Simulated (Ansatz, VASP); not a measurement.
HfSc4: VASP beside Ansatz

```
CELL_PARAMETERS angstrom
5.00362 0.00000 0.00000
0.00000 5.00362 0.00000
0.00000 0.00000 5.00362
ATOMIC_POSITIONS crystal
Hf 0.50000 0.50000 0.50000
Sc 0.50000 0.00000 0.00000
Sc 0.00000 0.50000 0.00000
Sc 0.00000 0.00000 0.50000
Sc 0.00000 0.00000 0.00000
```

Alike in both runs: functional PBE; k mesh 8 × 8 × 8; occupations gaussian, width 0.1 eV; no spin polarisation.

Ansatz relaxed the structure, and its values are those at the end. VASP's run is a single point on that final structure, the one shown.

|  | VASP | Ansatz |
| --- | --- | --- |
| version | VASP 6.6.1 | Ansatz 0.2.0 |
| potentials or method | VASP PAW PBE potentials, release 64 (Hf_pv, Sc_sv), cutoff 520 eV | scalar-relativistic, plane waves, PAW |
| valence electrons in the cell | 54 | 70 |

Ansatz gave:

* gap on the k mesh at the Fermi level (eV): none
* pressure (GPa): 0.0

Q: Estimate VASP's values.

A: gap on the k mesh at the Fermi level (eV): none; pressure (GPa): 0.1.

A gap of «none» marks a metal or a gap that the smearing closes. With one functional, cell and mesh, what is left measures potentials, basis and numerics. VASP's potentials hold 54 valence electrons a cell and Ansatz's 70, so a difference there can come from the potentials and not from the codes.

Spin-orbit coupling is off throughout.
